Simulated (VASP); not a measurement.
Input of a VASP 6.6.1 run:

File POSCAR:

```
TiTlHg2
1.0
    4.3229330000      0.0000000000      0.0000000000
    0.0000000000      4.3229330000      0.0000000000
    0.0000000000      0.0000000000      4.2291830000
Tl Hg Ti
1 2 1
Direct
    0.0000000000      0.0000000000      0.0000000000
    0.0000000000      0.5000000000      0.5000000000
    0.5000000000      0.0000000000      0.5000000000
    0.5000000000      0.5000000000      0.0000000000
```

Contents of INCAR.step1:

```
PREC = Accurate
ENCUT = 520
ISMEAR = -1
SIGMA = 0.1
LREAL = False
LASPH = True
NELM = 60
NBANDS = 32
GGA = PE
ALGO = Normal
EDIFF = 1E-4
LWAVE = True
LCHARG = False
```

Contents of INCAR.step2:

```
PREC = Accurate
ENCUT = 520
EDIFF = 1E-6
ISMEAR = -1
SIGMA = 0.1
LREAL = False
LASPH = True
NELM = 60
ALGO = Normal
ISIF = 2
LWAVE = False
LCHARG = False
METAGGA = R2SCAN
LMIXTAU = True
NBANDS = 32
ISTART = 1
```

File KPOINTS:

```
regular mesh
0
Gamma
  8 8 8
```

Potentials or basis: VASP PAW PBE potentials, release 64 (Tl_d, Hg, Ti_sv).

Launch:

```sh
$ cat potpaw_PBE.64/Tl_d/POTCAR potpaw_PBE.64/Hg/POTCAR potpaw_PBE.64/Ti_sv/POTCAR > POTCAR
$ cp INCAR.step1 INCAR
$ mpirun -np 1 vasp_std > vasp.out
$ cp INCAR.step2 INCAR
$ mpirun -np 1 vasp_std > vasp.out
```

(1) What does it give for the band gap on the k mesh?

(2) Estimate the pressure.

## Answers

(1) zero (an odd number of electrons rules out a gap without spin polarisation).

(2) 5.9 GPa.

Caveat: the cell stands under pressure; the PAW data sets were made with another functional, which shifts forces and pressure a little; spin-orbit coupling is left out, which moves the levels of the heavy elements.
